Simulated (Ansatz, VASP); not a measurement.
Two plane-wave programs on Cu2BrCl

Contents of INCAR:

```
PREC = Accurate
ENCUT = 520
EDIFF = 1E-6
ISMEAR = -1
SIGMA = 0.05
LREAL = False
LASPH = True
NELM = 100
ALGO = Fast
ISIF = 2
LWAVE = False
LCHARG = False
GGA = PE
NBANDS = 26
```

Contents of KPOINTS:

```
regular mesh
0
Gamma
  8 8 8
```

The input POSCAR:

```
Cu2BrCl
1.0
    1.8799273574      1.0853765658      6.1270902653
   -1.8799273574      1.0853765658      6.1270902653
    0.0000000000     -2.1707531316      6.1270902653
Br Cu Cl
1 2 1
Direct
    0.0000000000      0.0000000000      0.0000000000
    0.7516030000      0.7516030000      0.7516030000
    0.2483970000      0.2483970000      0.2483970000
    0.5000000000      0.5000000000      0.5000000000
```

input.yaml

```yaml
crystal:
  lattice:
    - [1.8799273574, 1.0853765658, 6.1270902653]
    - [-1.8799273574, 1.0853765658, 6.1270902653]
    - [0.0, -2.1707531316, 6.1270902653]
  atoms:
    - { symbol: Br, position: [0.0, 0.0, 0.0] }
    - { symbol: Cu, position: [0.751603, 0.751603, 0.751603] }
    - { symbol: Cu, position: [0.248397, 0.248397, 0.248397] }
    - { symbol: Cl, position: [0.5, 0.5, 0.5] }
hamiltonian:
  xc: pbe
  pseudopotentials: { kind: paw }
kpoints:
  mp_grid: { grid: [8, 8, 8] }
scf:
  occupations: { method: fermi_dirac, width: 0.05 }
output:
  forces: true
  stress: true
  eigenvalues: true
```

Alike in both runs: task single point; functional PBE; k mesh 8 × 8 × 8; occupations fermi-dirac, width 0.05 eV; no spin polarisation.

```csv
,VASP,Ansatz
version,VASP 6.6.1,Ansatz 0.2.0
potentials or method,"VASP PAW PBE potentials, release 64 (Br, Cu, Cl)",Ansatz PAW
plane-wave cutoff (eV),520,420
valence electrons in the cell,36,52
```

```csv
,VASP,Ansatz,Ansatz less VASP
gap on the k mesh at the Fermi level (eV),none,none,-
pressure (GPa),-1.0,-1.0,0.00
"traceless stress, the component that is largest in VASP (GPa)",-0.06,-0.06,-0.001
rms of the force components (eV/Å),0.032,0.032,+0.0004
```

Atom by atom the forces differ by 0.000 eV/Å (rms over components). A gap of «none» marks a metal or a gap that the smearing closes. VASP's potentials hold 36 valence electrons a cell and Ansatz's 52, so a difference there can come from the potentials and not from the codes.
